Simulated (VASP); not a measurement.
**CaS3: relaxation of cell and atoms with PBE**

Crystal: CaS3.

```xyz
4
Lattice="2.2267 0.0000 0.0000 0.0000 3.7446 0.0000 0.0000 0.0000 4.5404" Properties=species:S:1:pos:R:3 pbc="T T T"
Ca    1.1133    1.8723    2.2702
S     0.0000    0.0000    1.1617
S     0.0000    0.0000    3.3787
S     0.0000    1.8723    0.0000
```

```yaml
Program: VASP 6.6.1
Task: relaxation of cell and atoms
Functional: PBE
Potentials_or_basis: VASP PAW PBE potentials, release 64 (Ca_sv, S)
Cutoff: 600 eV
k_mesh: 8 × 4 × 4
Occupations: gaussian, width 0.1 eV
Spin: no spin polarisation
Dipole_correction: no
Further_INCAR_settings: ALGO = Normal; EDIFF = 1e-06; IBRION = 2; EDIFFG = -0.04; NSW = 90; ISIF = 3
```

```
Relaxed volume                         : 22.03 Å³/atom
Relaxed cell                           : a = 3.650 Å, b = 5.220 Å, c = 4.625 Å, α = 90.00°, β = 90.00°, γ = 90.00°
Space group after relaxing (to 0.05 Å) : Pmmm (No. 47)
Energy gained by relaxing              : 3492.7 meV/atom
Ionic steps                            : 27
Pressure after relaxing                : -0.1 GPa
Largest force after relaxing           : 0.011 eV/Å
Band gap on the k mesh                 : zero (band 14 reaches 5.18 eV, above the bottom of band 15 at 3.21 eV)
```

Forces on the atoms (eV/Å):
```
Ca   0.000  0.000  0.000
S    0.000  0.000 -0.011
S    0.000  0.000  0.011
S    0.000  0.000  0.000
```

Stress tensor (GPa, compression positive):
```
-0.19  0.00  0.00
 0.00  0.01  0.00
 0.00  0.00 -0.15
```

The path:
```
step  energy change (eV)  largest force (eV/Å)  pressure (GPa)  volume (Å³)
   1              0.0000                0.1069          163.54        37.86
   2             -9.7014                0.8247          -10.54       119.12
   3            -11.7335                0.8146            0.78        75.86
   4            -11.7347                0.8276           -0.78        77.83
   5            -12.0636                1.1089           -0.61        78.12
   6            -13.3635                1.3503            2.58        77.89
   7              8.8543              117.3720          125.82        71.99
   8            -13.2275                1.0342            1.49        77.83
   9            -13.4936                1.6880            3.72        77.43
  10            -12.4270                9.8144           23.04        75.38
  11            -13.5953                1.5022            5.25        77.15
  12            -13.5323                1.7252           11.45        76.37
  13            -13.6480                0.4147            7.57        76.82
  14            -13.6426                0.0438            8.29        76.73
  15            -13.7055                1.5823            8.30        79.30
  16            -13.7060                1.4738            8.27        79.15
  17            -13.8732                0.6527            4.28        83.01
  18            -13.9179                0.8513           -2.73        92.93
  19            -13.9550                0.3536           -0.45        89.05
  20            -13.9553                0.3077           -0.24        88.73
  21            -13.9591                0.1532           -0.23        88.95
  22            -13.9621                0.1626           -0.20        89.37
  23            -13.9647                0.0991           -0.35        89.38
  24            -13.9677                0.0650           -0.72        89.38
  25            -13.9699                0.0479           -0.35        88.76
  26            -13.9703                0.1111           -0.14        88.41
  27            -13.9708                0.0107           -0.11        88.13
```

Final structure:
```
Ca S
1.0
     3.65029    0.00000    0.00000
     0.00000    5.22021    0.00000
     0.00000    0.00000    4.62497
Ca S
1 3
Direct
  0.50000 0.50000 0.50000
  0.00000 0.00000 0.28661
  0.00000 0.00000 0.71339
  0.00000 0.50000 0.00000
```

Levels at points of the mesh, in eV from the Fermi level:
| k point | band 12 | band 13 | band 14 | band 15 | band 16 | band 17 |
| --- | --- | --- | --- | --- | --- | --- |
| (0.00, 0.00, 0.00) | -1.29 | -0.63 | -0.55 | 0.57 | 0.96 | 2.18 |
| (0.50, 0.00, 0.00) | -2.71 | -0.98 | -0.76 | -0.32 | 3.59 | 3.70 |
| (0.00, 0.50, 0.00) | -1.16 | -0.85 | 0.68 | 1.00 | 1.43 | 3.54 |
| (0.50, 0.50, 0.00) | -3.60 | -1.11 | -1.04 | 0.99 | 2.76 | 3.24 |
| (0.00, 0.00, 0.50) | -2.54 | -1.75 | 0.11 | 1.27 | 2.07 | 2.76 |
| (0.50, 0.00, 0.50) | -3.47 | -1.96 | -1.48 | 1.40 | 2.22 | 2.60 |
| (0.00, 0.50, 0.50) | -1.58 | -1.43 | -1.31 | -0.55 | 1.32 | 2.85 |
| (0.50, 0.50, 0.50) | -2.80 | -1.16 | -1.15 | -1.03 | 1.81 | 2.42 |

Run time: 12 min on 1 thread of Intel(R) Xeon(R) Platinum 8375C CPU @ 2.90GHz (Ice Lake) (shared host), peak memory 0.18 GiB.

Caveat: the k points lie up to 0.34 Å⁻¹ apart in the final cell; the volume moved by over 15 % at a fixed basis, so the end points are rough.
